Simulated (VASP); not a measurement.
Here is a VASP 6.6.1 calculation.

Contents of POSCAR:

```
Si
1.0
    3.9470934276      0.0000000000      0.0000000000
   -1.9735467138      3.4182831794      0.0000000000
    0.0000000000      0.0000000000      6.5314533937
Si
4
Direct
    0.3333333333      0.6666666667      0.0003047060
    0.6666666667      0.3333333333      0.5003047060
    0.3333333333      0.6666666667      0.3746952940
    0.6666666667      0.3333333333      0.8746952940
```

Contents of INCAR.step1:

```
PREC = Accurate ; ENCUT = 520
EDIFF = 1E-5 ; ISMEAR = 0
SIGMA = 0.01 ; LREAL = False
LASPH = True ; NELM = 60
ALGO = Normal ; ISIF = 2
LWAVE = True ; LCHARG = False
NBANDS = 16 ; GGA = PE
```

Contents of INCAR.step2:

```
PREC = Accurate ; ENCUT = 520
EDIFF = 1E-7 ; ISMEAR = 0
SIGMA = 0.01 ; LREAL = False
LASPH = True ; NELM = 60
ALGO = Normal ; ISIF = 2
LWAVE = False ; LCHARG = False
GGA = PE ; LHFCALC = True
HFSCREEN = 0.2079 ; PRECFOCK = Normal
NBANDS = 16 ; ISTART = 1
```

Contents of KPOINTS:

```
Automatic mesh
0
Gamma
  6 6 4
```

Potentials or basis: VASP PAW PBE potentials, release 64 (Si).

Command:

```console
$ cat potpaw_PBE.64/Si/POTCAR > POTCAR
$ cp INCAR.step1 INCAR
$ mpirun -np 1 vasp_std > vasp.out
$ cp INCAR.step2 INCAR
$ mpirun -np 1 vasp_std > vasp.out
```

Problem. What does it give for the band gap on the k mesh?

Solution. 1.16 eV (least direct gap 1.44 eV).

Problem. Predict the pressure.

Solution. -7.6 GPa.

Problem. Predict the largest force.

Solution. 0.014 eV/Å.

Stress tensor (GPa, compression positive):
```
-7.44  0.00  0.00
 0.00 -7.44  0.00
 0.00  0.00 -8.00
```

Caveat: the cell differs from its parent crystal (strain +3.0%); the cell stands under tension; the PAW data sets were made with another functional, which shifts forces and pressure a little. A k mesh can miss the band edges.
